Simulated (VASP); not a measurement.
# AlN (P6_3/mmc) in VASP: notebook, part 2 of 3

VASP 6.6.1. Earlier steps stand in the parts before.

## (3) Single point, PBEsol

This run uses another cell than the first one, of 10.47 Å³/atom, 1.008 times its volume.

INCAR reads:

```
  ALGO = Normal
  EDIFF = 1E-6
  ENCUT = 520
  GGA = PS
  ISIF = 2
  ISMEAR = 0
  LASPH = T
  LCHARG = F
  LREAL = F
  LWAVE = F
  NBANDS = 16
  NELM = 60
  PREC = Accurate
  SIGMA = 0.05
```

KPOINTS reads:

```
k-points
0
Gamma
  9 9 6
```

POSCAR reads:

```
AlN
1.0
    3.4006000000      0.0000000000      0.0000000000
   -1.7003000000      2.9450059881      0.0000000000
    0.0000000000      0.0000000000      4.1826000000
Al N
2 2
Direct
    0.3333333333      0.6666666667      0.7500000000
    0.6666666667      0.3333333333      0.2500000000
    0.3333333333      0.6666666667      0.2500000000
    0.6666666667      0.3333333333      0.7500000000
```

Potentials or basis: VASP PAW PBE potentials, release 64 (Al, N).

Run with:

```sh
$ cat potpaw_PBE.64/Al/POTCAR potpaw_PBE.64/N/POTCAR > POTCAR
$ mpirun -np 1 vasp_std > vasp.out
```

OUTCAR:

```text
EDIFF = 1E-6
   ENCUT = 520
   GGA = PS
   ISIF = 2
   ISMEAR = 0
   LASPH = T
   LREAL = F
   NELM = 60
   PREC = Accurate

 ion  position               nearest neighbor table
   1  0.333  0.667  0.750-   4 1.96   4 1.96   4 1.96   3 2.09   3 2.09   2 2.87   2 2.87   2 2.87
                             2 2.87   2 2.87   2 2.87
   2  0.667  0.333  0.250-   3 1.96   3 1.96   3 1.96   4 2.09   4 2.09   1 2.87   1 2.87   1 2.87
                             1 2.87   1 2.87   1 2.87
   3  0.333  0.667  0.250-   2 1.96   2 1.96   2 1.96   1 2.09   1 2.09
   4  0.667  0.333  0.750-   1 1.96   1 1.96   1 1.96   2 2.09   2 2.09

  LATTYP: Found a hexagonal cell.
 ALAT       =     3.4006000000
 C/A-ratio  =     1.2299594189

  Lattice vectors:

 A1 = (   3.4006000000,   0.0000000000,   0.0000000000)
 A2 = (  -1.7003000000,   2.9450059881,   0.0000000000)
 A3 = (   0.0000000000,   0.0000000000,   4.1826000000)

Analysis of symmetry for initial positions (statically):
=====================================================================
 Subroutine PRICEL returns:
 Original cell was already a primitive cell.

 Routine SETGRP: Setting up the symmetry group for a
 hexagonal supercell.

 Subroutine GETGRP returns: Found 24 space group operations
 (whereof 12 operations were pure point group operations)
 out of a pool of 24 trial point group operations.

The static configuration has the point symmetry D_3d.
 The point group associated with its full space group is D_6h.

Analysis of symmetry for dynamics (positions and initial velocities):
=====================================================================
 Subroutine PRICEL returns:
 Original cell was already a primitive cell.

 Routine SETGRP: Setting up the symmetry group for a
 hexagonal supercell.

[... 127 lines left out ...]
   IMIX   =      4    mixing-type and parameters
     AMIX     =   0.40;   BMIX     =  1.00
     AMIX_MAG =   1.60;   BMIX_MAG =  1.00
  volume/ion in A,a.u.               =      10.47        70.67
  Fermi-wavevector in a.u.,A,eV,Ry     =   1.187824  2.244662 19.196815  1.410926
  Thomas-Fermi vector in A             =   2.323967
   LORBIT       =      0    0 simple, 1 ext, 2 COOP (PROOUT), +10 PAW based schemes
   GGA     = PS    functional components
   LHFCALC =     F    Hartree Fock is set to
   AEXX    =    0.0000 exact exchange contribution
   IVDW    =     0    specifies the selected vdW correction
   LEPSILON=     F    determine dielectric tensor
   LRPA    =     F    only Hartree local field effects (RPA)
 non-spin polarized calculation
 Gauss-broadening in eV      SIGMA  =   0.05
  energy-cutoff  :      520.00
  volume of cell :       41.89
 maximum number of plane-waves:      1144
 NGX is ok and might be reduce to    28
   NGX = 13   NGY = 13   NGZ = 15

 number of electron      15.9999997 magnetization

 Free energy of the ion-electron system (eV)
  ---------------------------------------------------
  ext. energy  EPLUGINS =         0.00000000
  ---------------------------------------------------
  free energy    TOTEN  =       -30.81434809 eV

  energy without entropy =      -30.81434809  energy(sigma->0) =      -30.81434809

 E-fermi :   7.4528     XC(G=0): -11.1217

 val. band max:        7.1660521699   @ k =   0.0000   0.0000   0.0000
 cond. band min:      10.0630979734   @ k =   0.0000   0.0000   0.0000
 fundamental gap:      2.8970458035
 Fermi energy:         7.4528009329

 k-point     1 :       0.0000    0.0000    0.0000
  band No.  band energies     occupation
      1      -9.0976      2.00000
      2      -5.5393      2.00000
      3       0.7217      2.00000
      4       4.0640      2.00000
      5       4.0640      2.00000
      6       5.8177      2.00000
[... 433 lines left out ...]
      3       1.0032      2.00000
      4       1.8726      2.00000
      5       1.8726      2.00000
      6       4.5574      2.00000
[... 8 lines left out ...]
     15      18.2243      0.00000
     16      19.7921      0.00000

 [... further k-points ...]

------------------------ aborting loop because EDIFF is reached ----------------------------------------

  FORCE on cell =-STRESS in cart. coord.  units (eV):
  Direction    XX          YY          ZZ          XY          YZ          ZX
  --------------------------------------------------------------------------------------
  -------------------------------------------------------------------------------------
  Total       -3.8960104     -3.8960104     -2.6833063      0.0000000      0.0000000      0.0000000
  in kB     -149.0193347   -149.0193347   -102.6343578      0.0000000      0.0000000      0.0000000
  external PRESSURE =    -133.5576757 kB  Pullay stress =       0.0000000 kB

 VOLUME and BASIS-vectors are now :
 -----------------------------------------------------------------------------
  energy-cutoff  :      520.00
  volume of cell :       41.89
      direct lattice vectors                 reciprocal lattice vectors
     3.400600000  0.000000000  0.000000000     0.294065753  0.169778942  0.000000000
    -1.700300000  2.945005988  0.000000000     0.000000000  0.339557883  0.000000000
     0.000000000  0.000000000  4.182600000     0.000000000  0.000000000  0.239085736

 POSITION                                       TOTAL-FORCE (eV/Angst)
 -----------------------------------------------------------------------------------
     -0.00000      1.96334      3.13695         0.000000     -0.000000      0.000000
      1.70030      0.98167      1.04565        -0.000000      0.000000      0.000000
     -0.00000      1.96334      1.04565         0.000000      0.000000      0.000000
      1.70030      0.98167      3.13695        -0.000000     -0.000000      0.000000
 -----------------------------------------------------------------------------------
    total drift:                               -0.000000      0.000000     -0.000000

  FREE ENERGIE OF THE ION-ELECTRON SYSTEM (eV)
  ---------------------------------------------------
  free  energy   TOTEN  =       -30.8143480927 eV

  energy  without entropy=      -30.8143480927  energy(sigma->0) =      -30.81434809
```

OSZICAR:

```text
N       E                     dE             d eps       ncg     rms          rms(c)
DAV:   1     0.419738201937E+02    0.41974E+02   -0.73059E+03  1536   0.898E+02
DAV:   2    -0.312039595173E+02   -0.73178E+02   -0.66639E+02  2256   0.187E+02
DAV:   3    -0.348302640620E+02   -0.36263E+01   -0.36109E+01  1864   0.428E+01
DAV:   4    -0.348533777724E+02   -0.23114E-01   -0.23110E-01  1896   0.385E+00
DAV:   5    -0.348536826721E+02   -0.30490E-03   -0.30490E-03  1856   0.446E-01    0.109E+01
DAV:   6    -0.308833464902E+02    0.39703E+01   -0.81406E+00  1984   0.210E+01    0.379E+00
DAV:   7    -0.308587097577E+02    0.24637E-01   -0.59988E-01  1696   0.530E+00    0.271E+00
DAV:   8    -0.308225399274E+02    0.36170E-01   -0.10933E-01  1632   0.267E+00    0.904E-01
DAV:   9    -0.308140460533E+02    0.84939E-02   -0.19644E-02  1936   0.108E+00    0.283E-01
DAV:  10    -0.308144415560E+02   -0.39550E-03   -0.22598E-03  1744   0.323E-01    0.173E-01
DAV:  11    -0.308143510815E+02    0.90474E-04   -0.11817E-04  1880   0.825E-02    0.458E-02
DAV:  12    -0.308143487294E+02    0.23521E-05   -0.72912E-06  1720   0.206E-02    0.909E-03
DAV:  13    -0.308143480927E+02    0.63673E-06   -0.29230E-06  1880   0.125E-02
   1 F= -.30814348E+02 E0= -.30814348E+02  d E =-.301883E-18
```

stdout:

```text
POSCAR found type information on POSCAR AlN
 POSCAR found :  2 types and       4 ions
 scaLAPACK will be used
 -----------------------------------------------------------------------------
|                                                                             |
|                                                                             |
|     You enforced a specific xc type in the INCAR file but a different       |
|     I HOPE YOU KNOW WHAT YOU ARE DOING!                                     |
|                                                                             |
 -----------------------------------------------------------------------------

 LDA part: xc-table for (Slater+PW92), standard interpolation
 POSCAR, INCAR and KPOINTS ok, starting setup
 FFT: planning ... GRIDC
 FFT: planning ... GRID_SOFT
 FFT: planning ... GRID
 WAVECAR not read
 entering main loop
```

It took 25 s on 1 thread of Intel Xeon Platinum 8259CL at 2.50GHz (Skylake/Cascade Lake), shared host; peak memory 0.17 GiB.

Results:

| Item | Value |
| --- | --- |
| Free energy | -30.8143 eV |
| Pressure | -13.4 GPa |
| Band gap on the k mesh | 2.90 eV, direct |

Levels at points of the mesh, in eV from the valence-band top:
| k point | band 4 | band 5 | band 6 | band 7 | band 8 | band 9 | band 10 | band 11 | band 12 | band 13 |
| --- | --- | --- | --- | --- | --- | --- | --- | --- | --- | --- |
| (0.00, 0.00, 0.00) | -3.10 | -3.10 | -1.35 | -1.35 | 0.00 | 2.90 | 3.94 | 7.84 | 7.84 | 10.86 |
| (0.00, 0.00, 0.50) | -3.58 | -2.26 | -2.26 | -2.26 | -2.26 | 5.35 | 5.35 | 8.01 | 8.01 | 8.01 |

Caveat: the PAW data sets were made with another functional, which shifts forces and pressure a little.

## (4) Single point, PBEsol

This run uses another cell than the first one, of 10.43 Å³/atom, 1.004 times its volume.

INCAR reads:

```
SYSTEM = AlN
PREC = Accurate ; ENCUT = 520
EDIFF = 1E-6 ; ISMEAR = 0
SIGMA = 0.05 ; LREAL = .False.
LASPH = .True. ; NELM = 60
ALGO = Normal ; ISIF = 2
LWAVE = .False. ; LCHARG = .False.
GGA = PS ; NBANDS = 16
```

KPOINTS reads:

```
Automatic mesh
0
Gamma
  9 9 6
  0 0 0
```

POSCAR reads:

```
AlN
1.0
    3.3610000000      0.0000000000      0.0000000000
   -1.6805000000      2.9107113821      0.0000000000
    0.0000000000      0.0000000000      4.2655000000
Al N
2 2
Direct
    0.3333333333      0.6666666667      0.7500000000
    0.6666666667      0.3333333333      0.2500000000
    0.3333333333      0.6666666667      0.2500000000
    0.6666666667      0.3333333333      0.7500000000
```

Potentials or basis: VASP PAW PBE potentials, release 64 (Al, N).

Run with:

```sh
$ cat potpaw_PBE.64/Al/POTCAR potpaw_PBE.64/N/POTCAR > POTCAR
$ mpirun -np 1 vasp_std > vasp.out
```

OUTCAR:

```text
SYSTEM = AlN
   PREC = Accurate
   ENCUT = 520
   EDIFF = 1E-6
   ISMEAR = 0
   LREAL = .False.
   LASPH = .True.
   NELM = 60
   ISIF = 2
   GGA = PS

 ion  position               nearest neighbor table
   1  0.333  0.667  0.750-   4 1.94   4 1.94   4 1.94   3 2.13   3 2.13   2 2.88   2 2.88   2 2.88
                             2 2.88   2 2.88   2 2.88
   2  0.667  0.333  0.250-   3 1.94   3 1.94   3 1.94   4 2.13   4 2.13   1 2.88   1 2.88   1 2.88
                             1 2.88   1 2.88   1 2.88
   3  0.333  0.667  0.250-   2 1.94   2 1.94   2 1.94   1 2.13   1 2.13
   4  0.667  0.333  0.750-   1 1.94   1 1.94   1 1.94   2 2.13   2 2.13

[... 661 lines left out ...]
  -------------------------------------------------------------------------------------
  Total       -3.2207355     -3.2207355     -3.0815798      0.0000000     -0.0000000      0.0000000
  in kB     -123.6596576   -123.6596576   -118.3167939      0.0000000     -0.0000000      0.0000000
  external PRESSURE =    -121.8787030 kB  Pullay stress =       0.0000000 kB

 VOLUME and BASIS-vectors are now :
 -----------------------------------------------------------------------------
  energy-cutoff  :      520.00
  volume of cell :       41.73
      direct lattice vectors                 reciprocal lattice vectors
     3.361000000  0.000000000  0.000000000     0.297530497  0.171779312  0.000000000
    -1.680500000  2.910711382  0.000000000     0.000000000  0.343558625  0.000000000
     0.000000000  0.000000000  4.265500000     0.000000000  0.000000000  0.234439104

 POSITION                                       TOTAL-FORCE (eV/Angst)
 -----------------------------------------------------------------------------------
     -0.00000      1.94047      3.19913        -0.000000     -0.000000      0.000000
      1.68050      0.97024      1.06638         0.000000     -0.000000      0.000000
     -0.00000      1.94047      1.06638         0.000000      0.000000      0.000000
      1.68050      0.97024      3.19913        -0.000000     -0.000000      0.000000
 -----------------------------------------------------------------------------------
    total drift:                               -0.000000     -0.000000     -0.000000

  FREE ENERGIE OF THE ION-ELECTRON SYSTEM (eV)
  ---------------------------------------------------
  free  energy   TOTEN  =       -30.8410977036 eV

  energy  without entropy=      -30.8410977036  energy(sigma->0) =      -30.84109770
```

Run time: 25 s. Hardware: 1 thread of Intel Xeon Platinum 8259CL at 2.50GHz (Skylake/Cascade Lake), shared host; peak memory 0.17 GiB.

Results:

* Free energy: -30.8411 eV
* Pressure: -12.2 GPa
* Band gap on the k mesh: 2.82 eV, direct

Levels at points of the mesh, in eV from the valence-band top:
```csv
k point,band 5,band 6,band 7,band 8,band 9,band 10,band 11,band 12
"(0.00, 0.00, 0.00)",-3.15,-1.55,-1.55,0.00,2.82,3.96,7.89,7.89
"(0.00, 0.00, 0.50)",-2.39,-2.39,-2.39,-2.39,5.26,5.26,8.11,8.11
```

Caveat: the PAW data sets were made with another functional, which shifts forces and pressure a little. PBEsol gaps usually lie below the measured ones, often by a third to a half.

(Continued in part 3 of 3.)
